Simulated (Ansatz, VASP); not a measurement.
Two plane-wave programs on KSrCl3

File POSCAR:

```
KSrCl3
1.0
    5.6362001317      0.0000000000      0.0000000000
    0.0000000000      5.6362001317      0.0000000000
    0.0000000000      0.0000000000      5.6362001317
K Sr Cl
1 1 3
Direct
    0.0000000000      0.0000000000      0.0000000000
    0.5000000000      0.5000000000      0.5000000000
    0.5000000000      0.5000000000      0.0000000000
    0.5000000000      0.0000000000      0.5000000000
    0.0000000000      0.5000000000      0.5000000000
```

INCAR.step1

```
SYSTEM = KSrCl3
PREC     = Accurate       ! precision mode
ENCUT    = 520            ! plane-wave cutoff, eV
ISMEAR   = 0              ! smearing method
SIGMA    = 0.01           ! smearing width, eV
LREAL    = .False.        ! projectors in reciprocal space
LASPH    = .True.         ! aspherical terms in the spheres
NELM     = 60             ! most SCF steps
NBANDS   = 28             ! bands
GGA      = PE             ! functional
ALGO     = Normal         ! electronic algorithm
EDIFF    = 1E-4           ! SCF threshold, eV
LWAVE    = .True.         ! write WAVECAR
LCHARG   = .False.        ! write CHGCAR
```

Contents of INCAR.step2:

```
SYSTEM = KSrCl3
PREC     = Accurate       ! precision mode
ENCUT    = 520            ! plane-wave cutoff, eV
EDIFF    = 1E-6           ! SCF threshold, eV
ISMEAR   = 0              ! smearing method
SIGMA    = 0.01           ! smearing width, eV
LREAL    = .False.        ! projectors in reciprocal space
LASPH    = .True.         ! aspherical terms in the spheres
NELM     = 60             ! most SCF steps
ALGO     = Normal         ! electronic algorithm
ISIF     = 2              ! what is computed and relaxed
LWAVE    = .False.        ! write WAVECAR
LCHARG   = .False.        ! write CHGCAR
METAGGA  = R2SCAN         ! meta-GGA
LMIXTAU  = .True.       
NBANDS   = 28             ! bands
ISTART   = 1
```

Contents of KPOINTS:

```
Automatic mesh
0
Gamma
  4 4 4
  0 0 0
```

Input for Ansatz:

```yaml
crystal:
  lattice:
    - [5.6362001317, 0.0, 0.0]
    - [0.0, 5.6362001317, 0.0]
    - [0.0, 0.0, 5.6362001317]
  atoms:
    - { symbol: K, position: [0.0, 0.0, 0.0] }
    - { symbol: Sr, position: [0.5, 0.5, 0.5] }
    - { symbol: Cl, position: [0.5, 0.5, 0.0] }
    - { symbol: Cl, position: [0.5, 0.0, 0.5] }
    - { symbol: Cl, position: [0.0, 0.5, 0.5] }
kpoints:
  mp_grid: { grid: [4, 4, 4] }
hamiltonian:
  xc: r2scan
scf:
  occupations: { method: fixed }
  n_extra_bands: 5
output:
  forces: true
  stress: true
  eigenvalues: true
```

Alike in both runs: task single point; functional r2SCAN; k mesh 4 × 4 × 4; no spin polarisation.

|  | VASP | Ansatz |
| --- | --- | --- |
| version | VASP 6.6.1 | Ansatz 0.2.0 |
| potentials or method | VASP PAW PBE potentials, release 64 (K_sv, Sr_sv, Cl) | plane waves, PAW |
| plane-wave cutoff (eV) | 520 | 500 |
| occupations | gaussian, width 0.01 eV | fixed |
| valence electrons in the cell | 40 | 40 |

```tsv
	VASP	Ansatz	Ansatz less VASP
gap on the k mesh at the Fermi level (eV)	5.19	5.19	-0.003
pressure (GPa)	0.0	0.0	-0.03
```

VASP's potentials were made for PBE, not for r2SCAN.
